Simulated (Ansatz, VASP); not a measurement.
## One calculation of Eu, two programs

```
Eu
1.0
    -2.19395    2.19395    2.19395
     2.19395   -2.19395    2.19395
     2.19395    2.19395   -2.19395
Eu
1
Direct
  0.00000 0.00000 0.00000
```

Alike in both runs: task single point; functional PBE; k mesh 10 × 10 × 10; occupations gaussian, width 0.01 eV; collinear spin.

```csv
,VASP,Ansatz
version,VASP 6.6.1,Ansatz 0.2.0
potentials or method,"VASP PAW PBE potentials, release 64 (Eu), cutoff 520 eV","plane waves (420 eV) with PAW, scalar-relativistic"
valence electrons in the cell,17,17
```

Ansatz gave:

| Item | Value |
| --- | --- |
| pressure (GPa) | -0.2 |
| net moment per atom (μB) | 7.27 |
| size of the moment on the site where the two differ most (μB) | 7.02 |

Task: Which values does VASP return?

Result: Pressure (GPa): -0.2; net moment per atom (μB): 7.39; size of the moment on the site where the two differ most (μB): 6.70.

The net moments are unlike, so the other rows may belong to different states. Site moments also hang on the region over which each program counts them.

Neither program's run includes spin-orbit coupling.
